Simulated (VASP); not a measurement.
# H9C3Cl in VASP: a series of runs, part 2 of 2

VASP 6.6.1. Earlier steps stand in the parts before.

**3. Single point, PBEsol**

INCAR

```
SYSTEM = H9C3Cl
PREC     = Accurate       ! precision mode
ENCUT    = 520            ! plane-wave cutoff, eV
EDIFF    = 1E-6           ! SCF threshold, eV
ISMEAR   = -1             ! smearing method
SIGMA    = 0.002          ! smearing width, eV
LREAL    = Auto         
LASPH    = .TRUE.         ! aspherical terms in the spheres
NELM     = 120            ! most SCF steps
ALGO     = Normal         ! electronic algorithm
ISIF     = 2              ! what is computed and relaxed
LWAVE    = .FALSE.        ! write WAVECAR
LCHARG   = .FALSE.        ! write CHGCAR
GGA      = PS             ! functional
NBANDS   = 67             ! bands
GGA_COMPAT= .FALSE.
```

KPOINTS

```
Automatic mesh
0
G
  1 1 1
  0 0 0
```

POSCAR

```
H9C3Cl
1.0
    7.6151130000      0.0000000000      0.0000000000
    0.0000000000      7.6151130000      0.0000000000
    0.0000000000      0.0000000000      7.6151130000
C Cl H
9 3 27
Direct
    0.2369236018      1.0682047660      0.7489317624
    0.1867470647      0.2488209958      0.2836596121
    0.7366929420      0.6213171098      0.7891806727
    0.6318487986      0.0663286283      0.5042735413
    0.7721487521      0.2178431233      0.4761452653
    0.9138406745      0.7570078080      0.3266530648
    0.7675920239      0.6911256602      0.2102923489
    0.2638437539      0.6331357132      0.6473705643
    0.3706314010      0.6131754053      0.4816737454
    0.2236211071      0.9478388568      0.9501237867
    0.1746132986      0.4297769449      0.1398534730
    0.6091964755      0.4432895480      0.8943662425
    0.1328936288      1.0289013439      0.6534899745
    0.2213624407      1.1970800696      0.8014326248
    0.3672696649      1.0698331069      0.6891690248
    0.1239377538      0.1412454418      0.2147571546
    0.3311572658      0.2392216636      0.3071917646
    0.1343381247      0.2828979688      0.4116682182
    0.7236399512      0.7598968000      0.8423249924
    0.8773080583      0.5876078267      0.8059368259
    0.7077111003      0.6191766294      0.6475675410
    0.6744351660     -0.0541554669      0.4472684778
    0.6130834828      0.0516866920      0.6497474167
    0.5054422699      0.1151394602      0.4572355000
    0.7299300746      0.3359503661      0.5479235830
    0.9011553735      0.2010869701      0.5385212275
    0.7851229522      0.2732592412      0.3441839931
    0.8667369742      0.8056741903      0.4545172212
    1.0015478431      0.6462280993      0.3461668921
    0.9918040612      0.8560477041      0.2444612444
    0.7972829819      0.6920842803      0.0745491236
    0.7233116567      0.5547915047      0.2158864878
    0.6536475559      0.7791611234      0.2115661317
    0.1800367243      0.7552612811      0.6562476486
    0.1798791430      0.5184558653      0.6626953533
    0.3414131872      0.6626165626      0.7623918384
    0.4422390055      0.4949237129      0.4979046273
    0.3078614854      0.6030245382      0.3440132799
    0.4775766295      0.7054130385      0.4506433457
```

Potentials or basis: VASP PAW PBE potentials, release 64 (C, Cl, H).

The run is started by

```
$ cat potpaw_PBE.64/C/POTCAR potpaw_PBE.64/Cl/POTCAR potpaw_PBE.64/H/POTCAR > POTCAR
$ mpirun -np 1 vasp_gam > vasp.out
```

It took 74 s on 1 thread of Intel Xeon Platinum 8259CL at 2.50GHz (Skylake/Cascade Lake), shared host; peak memory 0.45 GiB.

The run converged. Its results:

- Free energy: -187.8772 eV
- Pressure: 0.8 GPa
- Largest force: 3.099 eV/Å
- Band gap on the k mesh: 5.39 eV

Forces on the atoms (eV/Å):
```
C   -0.363 -0.101  0.226
C    1.472  0.791  0.074
C    0.472 -0.139  0.123
C    1.258  2.546  1.239
C   -1.083  0.144  0.805
C    0.439  0.009 -1.291
C   -0.882  0.414  0.199
C   -0.925  1.868 -0.761
C   -0.105  0.693 -1.660
Cl   0.175 -0.394 -0.380
Cl  -0.483  0.183 -0.703
Cl   0.629  1.323 -0.611
H    0.358  0.100  0.496
H   -0.541  1.257 -0.151
H    0.156 -0.660  0.040
H    0.050 -0.515  0.235
H   -0.495 -0.718 -0.270
H   -0.654  0.059  0.208
H   -0.625 -1.188 -0.058
H   -0.308 -0.126  0.031
H   -0.216 -0.020  0.160
H   -0.074 -0.873 -0.533
H    0.307 -0.190 -0.557
H   -0.217 -0.233 -0.475
H   -0.497  0.033  0.268
H    0.143 -0.713 -0.274
H    0.143 -0.599 -0.497
H    0.299  0.144 -0.132
H    0.540 -0.152  0.388
H   -0.598 -0.429  1.186
H    1.041  0.371 -1.239
H   -0.136 -0.242  1.012
H   -0.441 -0.022  0.303
H   -0.025 -0.820 -0.715
H   -0.179 -0.195  0.396
H    0.720 -0.702  0.572
H    0.814 -1.583 -0.033
H   -0.074  0.063  1.762
H   -0.095  0.618  0.618
```

Stress tensor (GPa, compression positive):
```
 1.05 -2.29  0.33
-2.29  0.83  0.69
 0.33  0.69  0.61
```

Levels at points of the mesh, in eV from the valence-band top:
```
           k point  band 39  band 40  band 41  band 42  band 43  band 44  band 45  band 46
(0.00, 0.00, 0.00)    -0.51    -0.47    -0.24     0.00     5.39     5.53     5.71     6.42
```

Caveat: the k points lie up to 0.83 Å⁻¹ apart; the atoms stand as in a frame of molecular dynamics; the PAW data sets were made with another functional, which shifts forces and pressure a little.

**4. Single point, PBEsol**

INCAR

```
PREC     = Accurate       # precision mode
ENCUT    = 520            # plane-wave cutoff, eV
EDIFF    = 1E-6           # SCF threshold, eV
ISMEAR   = -1             # smearing method
SIGMA    = 0.002          # smearing width, eV
LREAL    = Auto         
LASPH    = True           # aspherical terms in the spheres
NELM     = 120            # most SCF steps
ALGO     = Normal         # electronic algorithm
ISIF     = 2              # what is computed and relaxed
LWAVE    = False          # write WAVECAR
LCHARG   = False          # write CHGCAR
GGA      = PS             # functional
NBANDS   = 67             # bands
GGA_COMPAT= False
```

KPOINTS

```
regular mesh
0
Gamma
  1 1 1
```

POSCAR

```
H9C3Cl
1.0
    7.6151130000      0.0000000000      0.0000000000
    0.0000000000      7.6151130000      0.0000000000
    0.0000000000      0.0000000000      7.6151130000
C Cl H
9 3 27
Direct
    0.2549010107      1.1038312892      0.7592796062
    0.1652634702      0.2436996010      0.2604294907
    0.7543420564      0.6333720852      0.7783206894
    0.6413824719      0.0637154038      0.5316007786
    0.7939869047      0.1759133449      0.4992046737
    0.9121335429      0.7572573119      0.3407565981
    0.7543289246      0.6930954275      0.2351376795
    0.2188936658      0.6284870625      0.6554991370
    0.3743608270      0.5782186029      0.5491448387
    0.2297273855      0.9688365754      0.9474974304
    0.1612714086      0.4147279233      0.0969913381
    0.6226040244      0.4542939809      0.8777282753
    0.1279823425      1.0903843449      0.6945530552
    0.3059442453      1.2412028554      0.7914656027
    0.3489639615      1.0341540565      0.6765231192
    0.0262241677      0.1990909393      0.2535878325
    0.2680065286      0.1477194101      0.2361750902
    0.1985131409      0.3110787719      0.3863370117
    0.6680531202      0.7410526935      0.7804086427
    0.8646752845      0.6800030413      0.8530667897
    0.7954182689      0.6107328939      0.6421178517
    0.6263465821     -0.0453834369      0.4330467585
    0.6624983766      0.0008273022      0.6619862371
    0.5289087634      0.1617178892      0.5563541867
    0.8133956778      0.2814534729      0.6009759803
    0.9316867655      0.1317774273      0.4832889545
    0.7511904288      0.2557808400      0.3848793839
    0.8848982280      0.7385445232      0.4808727067
    1.0309630336      0.6798191964      0.3072442917
    0.9326979127      0.8914509870      0.3122081051
    0.7794500226      0.6178240559      0.1140101270
    0.6681844380      0.5923615316      0.2969621068
    0.6677510892      0.7967183153      0.1793801353
    0.1555722154      0.7562461647      0.6237333576
    0.1208911805      0.5193094311      0.6691167945
    0.2558858943      0.6664116475      0.7946828891
    0.4511817487      0.4680166926      0.6174301025
    0.3625422236      0.5490660480      0.4176694423
    0.4745957151      0.6784009640      0.5344372434
```

The run is started by

```
$ cat potpaw_PBE.64/C/POTCAR potpaw_PBE.64/Cl/POTCAR potpaw_PBE.64/H/POTCAR > POTCAR
$ mpirun -np 1 vasp_gam > vasp.out
```

Wall time 73 s (1 thread of Intel Xeon Platinum 8259CL at 2.50GHz (Skylake/Cascade Lake), shared host); peak memory 0.47 GiB.

Results (log left out):

| Quantity | Value |
| --- | --- |
| Free energy | -187.7462 eV |
| Pressure | 0.9 GPa |
| Largest force | 3.089 eV/Å |
| Band gap on the k mesh | 5.46 eV |

Forces in eV/Å, atoms in the order of the input:
```
C    0.519  0.098  0.145
C   -0.636  1.329  0.376
C   -0.511 -1.159  0.020
C   -0.655 -0.756  1.738
C    1.035  2.868 -0.495
C   -0.660 -1.937 -0.452
C   -0.835 -0.619 -0.897
C   -0.655  0.621  1.648
C    1.837 -0.577  2.383
Cl   0.158  0.134  0.373
Cl   0.473 -0.212  0.042
Cl   1.388  0.825 -0.449
H   -0.294  0.760 -0.233
H   -0.796 -1.168 -0.143
H    0.214  0.081 -0.103
H    0.828 -0.387  0.385
H   -0.051 -0.281 -0.461
H   -0.424 -0.256 -0.301
H   -1.339  1.272 -0.195
H    0.773 -0.609  0.840
H   -0.210 -0.641  0.145
H   -0.441  0.854  0.354
H   -0.369 -0.207 -0.193
H    0.610 -1.352 -0.746
H   -0.461 -0.552 -0.048
H   -0.557 -0.733 -0.236
H    0.838  0.031 -0.310
H    0.198  0.293  0.110
H   -0.173  0.217  0.135
H    0.486  1.443 -0.108
H    0.873  0.135  0.033
H    0.142  0.536  0.468
H    0.065  0.068  0.597
H   -0.151 -0.549 -0.691
H    0.227  0.629 -0.233
H    0.171 -0.750 -0.651
H   -0.796  0.689 -0.735
H   -1.138 -1.039 -2.653
H    0.320  0.899  0.541
```

Stress tensor (GPa, compression positive):
```
 0.54 -0.29 -0.39
-0.29 -0.19  0.07
-0.39  0.07  2.33
```

Levels at points of the mesh, in eV from the valence-band top:
```
           k point  band 40  band 41  band 42  band 43  band 44  band 45
(0.00, 0.00, 0.00)    -0.10    -0.06     0.00     5.46     5.79     5.98
```

Caveat: the k points lie up to 0.83 Å⁻¹ apart; the atoms stand as in a frame of molecular dynamics; the PAW data sets were made with another functional, which shifts forces and pressure a little.

**5. The runs side by side**

| cell | gap on the mesh (eV) | pressure (GPa) | largest force (eV/Å) |
| --- | --- | --- | --- |
| as given, atomic positions A | 5.64 | 0.9 | 3.55 |
| as given, atomic positions B | 5.39 | 0.8 | 3.10 |
| as given, atomic positions C | 5.46 | 0.9 | 3.09 |

Alike in all rows: task single point; level PBEsol; potentials or basis VASP PAW PBE potentials, release 64 (C, Cl, H); no spin polarisation; k mesh 1 × 1 × 1; cutoff (eV) 520; smearing fermi-dirac 0.002 eV.

Caveats: all runs use coarse meshes; the atoms stand as in a frame of molecular dynamics; the PAW data sets were made with another functional, which shifts forces and pressure a little.

Absolute energies hang on the potentials; compare differences alone.
